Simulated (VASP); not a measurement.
## MgO: single point with PBE

MgO:

```
Mg O
1.0
     7.02270    0.00000    0.00000
     0.00000    2.41985    2.44816
     0.00000   -2.41985    2.44816
Mg O
4 4
Direct
  0.13023 0.75472 0.36955
  0.86977 0.36955 0.75472
  0.63023 0.86955 0.25472
  0.36977 0.25472 0.86955
  0.63023 0.13045 0.74528
  0.36977 0.74528 0.13045
  0.13023 0.24528 0.63045
  0.86977 0.63045 0.24528
```

```yaml
Program: VASP 6.6.1
Task: single point
Functional: PBE
Potentials_or_basis: VASP PAW PBE potentials, release 64 (Mg, O)
Cutoff: 520 eV
k_mesh: 4 × 6 × 6
Occupations: gaussian, width 0.1 eV
Spin: no spin polarisation
```

The pressure is 21.0 GPa, the largest force is 0.640 eV/Å and the band gap on the k mesh is 3.56 eV, direct.

Forces on the atoms (eV/Å):
```
Mg  -0.210  0.326 -0.137
Mg   0.210 -0.326 -0.137
Mg  -0.210 -0.326 -0.137
Mg   0.210  0.326 -0.137
O   -0.216  0.587  0.137
O    0.216 -0.587  0.137
O   -0.216 -0.587  0.137
O    0.216  0.587  0.137
```

Stress tensor (GPa, compression positive):
```
30.40  0.00  0.00
 0.00 18.34  0.00
 0.00  0.00 14.19
```

Levels at points of the mesh, in eV from the valence-band top:
| k point | band 14 | band 15 | band 16 | band 17 | band 18 | band 19 |
| --- | --- | --- | --- | --- | --- | --- |
| (0.00, 0.00, 0.00) | -0.49 | -0.39 | 0.00 | 3.56 | 7.10 | 7.74 |
| (0.50, 0.00, 0.00) | -0.79 | -0.28 | -0.28 | 5.02 | 5.02 | 8.48 |
| (0.00, 0.50, 0.00) | -0.75 | -0.36 | -0.36 | 7.03 | 7.03 | 7.88 |
| (0.50, 0.50, 0.00) | -0.89 | -0.46 | -0.46 | 7.18 | 7.18 | 7.84 |
| (0.00, 0.50, 0.50) | -0.99 | -0.49 | -0.20 | 7.09 | 8.31 | 8.44 |
| (0.50, 0.50, 0.50) | -1.07 | -0.67 | -0.67 | 7.73 | 7.73 | 9.43 |

Wall time 70 s on 1 thread of Intel(R) Xeon(R) Platinum 8259CL CPU @ 2.50GHz (Skylake/Cascade Lake), on a shared host, peak memory 0.23 GiB.

A k mesh can miss the band edges.
